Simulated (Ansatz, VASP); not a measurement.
One calculation of Ni, two programs

The input INCAR:

```
SYSTEM = Ni
ALGO     = Normal         ! electronic algorithm
EDIFF    = 1E-6           ! SCF threshold, eV
ENCUT    = 600            ! plane-wave cutoff, eV
GGA      = CA             ! functional
GGA_COMPAT= .FALSE.      
ISIF     = 2              ! what is computed and relaxed
ISMEAR   = -1             ! smearing method
LASPH    = .TRUE.         ! aspherical terms in the spheres
LCHARG   = .TRUE.         ! write CHGCAR
LELF     = .TRUE.         ! ELF
LREAL    = .FALSE.        ! projectors in reciprocal space
LVHAR    = .TRUE.       
LWAVE    = .FALSE.        ! write WAVECAR
NBANDS   = 11             ! bands
NELM     = 120            ! most SCF steps
PREC     = Accurate       ! precision mode
SIGMA    = 0.1            ! smearing width, eV
```

File KPOINTS:

```
k-points
0
G
  16 16 16
  0 0 0
```

Contents of POSCAR:

```
Ni
1.0
    2.2588386216      0.0000000000      0.0000000000
    0.0000000000      2.2588386216      0.0000000000
    0.0000000000      0.0000000000      2.2588386216
Ni
1
Direct
    0.0000000000      0.0000000000      0.0000000000
```

Input for Ansatz:

```yaml
crystal:
  lattice:
    - [2.2588386216, 0.0, 0.0]
    - [0.0, 2.2588386216, 0.0]
    - [0.0, 0.0, 2.2588386216]
  atoms:
    - { symbol: Ni, position: [0.0, 0.0, 0.0] }
hamiltonian:
  xc: lda
  pseudopotentials:
    kind: paw
    azcp:
      Ni: "pseudopotentials/Ni.paw.azcp"
basis:
  ecutwfc: 420
  fft_grid_basis: typed
kpoints:
  mp_grid: { grid: [16, 16, 16], shift: [0, 0, 0] }
magnetization:
  spin_polarized: false
scf:
  occupations: { method: fermi_dirac, width: 0.1 }
  lower_state_search: "off"
output:
  stress: true
  write_density: true
  write_potential: true
  elf: true
  volumetric_format: npy
```

Alike in both runs: task single point; functional LDA; k mesh 16 × 16 × 16; occupations fermi-dirac, width 0.1 eV; no spin polarisation.

```csv
,VASP,Ansatz
version,VASP 6.6.1,Ansatz 0.2.0
potentials or method,"VASP PAW LDA potentials, release 64 (Ni), cutoff 600 eV","plane waves (420 eV) with PAW, scalar-relativistic"
valence electrons in the cell,10,18
```

```csv
,VASP,Ansatz,Ansatz less VASP
pressure (GPa),-0.2,-0.1,+0.19
```

Ansatz warns that its potentials were made for another functional, while VASP's fit it. LDA's correlation is that of Perdew and Zunger in VASP and of Perdew and Wang (1992) in Ansatz. VASP's potentials hold 10 valence electrons a cell and Ansatz's 18, so a difference there can come from the potentials and not from the codes.
